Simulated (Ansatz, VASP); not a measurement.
# Mg6O5: VASP beside Ansatz

The input INCAR:

```
PREC = Accurate
ENCUT = 520
EDIFF = 1E-7
ISMEAR = 0
SIGMA = 0.05
LREAL = F
LASPH = T
NELM = 100
ALGO = Normal
ISIF = 2
LWAVE = F
LCHARG = F
GGA = PS
NBANDS = 32
```

KPOINTS

```
Automatic mesh
0
Gamma
  4 4 4
```

POSCAR

```
Mg6O5
1.0
    5.5908553621      0.0000000000      0.0000000000
    0.0000000000      5.5908553621      0.0000000000
    0.0000000000      0.0000000000      5.5908553621
Mg O
6 5
Direct
    0.2500000000      0.0000000000      0.5000000000
    0.0000000000      0.5000000000      0.2500000000
    0.5000000000      0.7500000000      0.0000000000
    0.7500000000      0.0000000000      0.5000000000
    0.0000000000      0.5000000000      0.7500000000
    0.5000000000      0.2500000000      0.0000000000
    0.5000000000      0.0000000000      0.2500000000
    0.0000000000      0.7500000000      0.5000000000
    0.6875000000      0.4373977724      0.0000000000
    0.5000000000      0.0000000000      0.7500000000
    0.0000000000      0.2500000000      0.5000000000
```

Input for Ansatz:

```yaml
crystal:
  lattice:
    - [5.5908553621, 0.0, 0.0]
    - [0.0, 5.5908553621, 0.0]
    - [0.0, 0.0, 5.5908553621]
  atoms:
    - { symbol: Mg, position: [0.25, 0.0, 0.5] }
    - { symbol: Mg, position: [0.0, 0.5, 0.25] }
    - { symbol: Mg, position: [0.5, 0.75, 0.0] }
    - { symbol: Mg, position: [0.75, 0.0, 0.5] }
    - { symbol: Mg, position: [0.0, 0.5, 0.75] }
    - { symbol: Mg, position: [0.5, 0.25, 0.0] }
    - { symbol: O, position: [0.5, 0.0, 0.25] }
    - { symbol: O, position: [0.0, 0.75, 0.5] }
    - { symbol: O, position: [0.6875, 0.4373977724, 0.0] }
    - { symbol: O, position: [0.5, 0.0, 0.75] }
    - { symbol: O, position: [0.0, 0.25, 0.5] }
basis:
  ecutwfc: 420
kpoints:
  mp_grid: { grid: [4, 4, 4] }
hamiltonian:
  xc: pbesol
  pseudopotentials: { kind: paw, azcp: { folder: soft_1 } }
scf:
  occupations: { method: gaussian, width: 0.05 }
output:
  forces: true
  stress: true
  eigenvalues: true
```

Change from the starting cell: O vacancy; atom 9 moved -0.125 of the way to it and -0.350 Å across, host rigid.

Alike in both runs: task single point; functional PBEsol; k mesh 4 × 4 × 4; occupations gaussian, width 0.05 eV; no spin polarisation.

|  | VASP | Ansatz |
| --- | --- | --- |
| version | VASP 6.6.1 | Ansatz 0.2.0 |
| potentials or method | VASP PAW PBE potentials, release 64 (Mg, O), cutoff 520 eV | scalar-relativistic, plane waves, PAW |
| valence electrons in the cell | 42 | 90 |

```tsv
	VASP	Ansatz	Ansatz less VASP
gap on the k mesh at the Fermi level (eV)	0.87	0.86	-0.010
least direct gap on the mesh (eV)	1.84	1.84	-0.009
pressure (GPa)	6.1	5.8	-0.31
traceless stress, the component that is largest in VASP (GPa)	11.19	10.46	-0.731
rms of the force components (eV/Å)	4.267	4.002	-0.2652
```

VASP's potentials were made for PBE, not for PBEsol, and Ansatz warns of the same on its side. Atom by atom the forces differ by 0.266 eV/Å (rms over components). With one functional, cell and mesh, what is left measures potentials, basis and numerics. VASP's potentials hold 42 valence electrons a cell and Ansatz's 90, so a difference there can come from the potentials and not from the codes.
